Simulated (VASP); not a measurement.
Set up this calculation in VASP 6.6.1, as the native input.

| Item | Value |
| --- | --- |
| Task | single point |
| Functional | PBE |
| Potentials or basis | VASP PAW PBE potentials, release 64 (Mn_pv, O) |
| Cutoff | 520 eV |
| k mesh | 10 × 10 × 10 |
| Occupations | fermi-dirac, width 0.05 eV |
| Spin | collinear spin, ferromagnetic start |
| Starting moments | [5.0, 0.0] μB |
| Dipole correction | no |
| Further INCAR settings | ALGO = Normal; EDIFF = 1e-07; NBANDS = 20 |

The structure of MnO lies in POSCAR:

```
MnO
1.0
    2.6900871139      0.0000000000      0.0000000000
    0.0000000000      2.6900871139      0.0000000000
    0.0000000000      0.0000000000      2.6900871139
Mn O
1 1
Direct
    0.0000000000      0.0000000000      0.0000000000
    0.5000000000      0.5000000000      0.5000000000
```

These files were run (other wordings do the same):

INCAR

```
ALGO = Normal
EDIFF = 1E-7
ENCUT = 520
GGA = PE
ISIF = 2
ISMEAR = -1
ISPIN = 2
LASPH = True
LCHARG = False
LMAXMIX = 4
LORBIT = 11
LREAL = False
LWAVE = False
MAGMOM = 5 0
NBANDS = 20
NELM = 150
PREC = Accurate
SIGMA = 0.05
```

KPOINTS

```
k-points
0
Gamma
  10 10 10
```

Potentials or basis: VASP PAW PBE potentials, release 64 (Mn_pv, O).

Run with:

```bash
$ cat potpaw_PBE.64/Mn_pv/POTCAR potpaw_PBE.64/O/POTCAR > POTCAR
$ mpirun -np 1 vasp_std > vasp.out
```

Results of the run:

```
Pressure                                              : 5.3 GPa
Net moment                                            : 4.38 μB per cell
Site moments                                          : Mn +4.03; O +0.14 μB
Valence electrons inside the program's atomic spheres : Mn 11.42; O 4.95
```

Caveat: the cell stands under pressure; a cell with one magnetic atom can't hold antiferromagnetic order, which such compounds often take.

It took 30 s on 1 thread of Intel(R) Xeon(R) Platinum 8375C CPU @ 2.90GHz (Ice Lake) (shared host), peak memory 0.15 GiB.
